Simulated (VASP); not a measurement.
Here is a VASP 6.6.1 calculation.

POSCAR

```
Ge3S2
1.0
    4.5852951119      0.0000000000      0.0000000000
   -2.2926475560      3.9709820508      0.0000000000
    0.0000000000      0.0000000000      5.6087334331
Ge S
3 2
Direct
    0.0000000000      0.0000000000      0.0000000000
    0.3333333333      0.6666666667      0.7608978014
    0.6666666667      0.3333333333      0.2391021986
    0.3333333333      0.6666666667      0.3451251069
    0.6666666667      0.3333333333      0.6548748931
```

INCAR.step1

```
PREC = Accurate
ENCUT = 520
ISMEAR = 0
SIGMA = 0.1
LREAL = F
LASPH = T
NELM = 80
NBANDS = 35
GGA = PE
ALGO = Normal
EDIFF = 1E-4
LWAVE = T
LCHARG = F
```

INCAR.step2

```
PREC = Accurate
ENCUT = 520
EDIFF = 1E-6
ISMEAR = 0
SIGMA = 0.1
LREAL = F
LASPH = T
NELM = 80
ALGO = Normal
ISIF = 2
LWAVE = F
LCHARG = F
METAGGA = R2SCAN
LMIXTAU = T
NBANDS = 35
ISTART = 1
```

File KPOINTS:

```
regular mesh
0
Gamma
  6 6 4
```

Potentials or basis: VASP PAW PBE potentials, release 64 (Ge_d, S).

Launch:

```bash
$ cat potpaw_PBE.64/Ge_d/POTCAR potpaw_PBE.64/S/POTCAR > POTCAR
$ cp INCAR.step1 INCAR
$ mpirun -np 1 vasp_std > vasp.out
$ cp INCAR.step2 INCAR
$ mpirun -np 1 vasp_std > vasp.out
```

(1) What does it give for the pressure?

(2) What does it give for the largest force?

(3) Predict the band gap on the k mesh.

Results:

(1) -0.1 GPa.

(2) 0.009 eV/Å.

(3) zero (bands 27 and 28 overlap by 2.29 eV).

Caveat: the PAW data sets were made with another functional, which shifts forces and pressure a little.
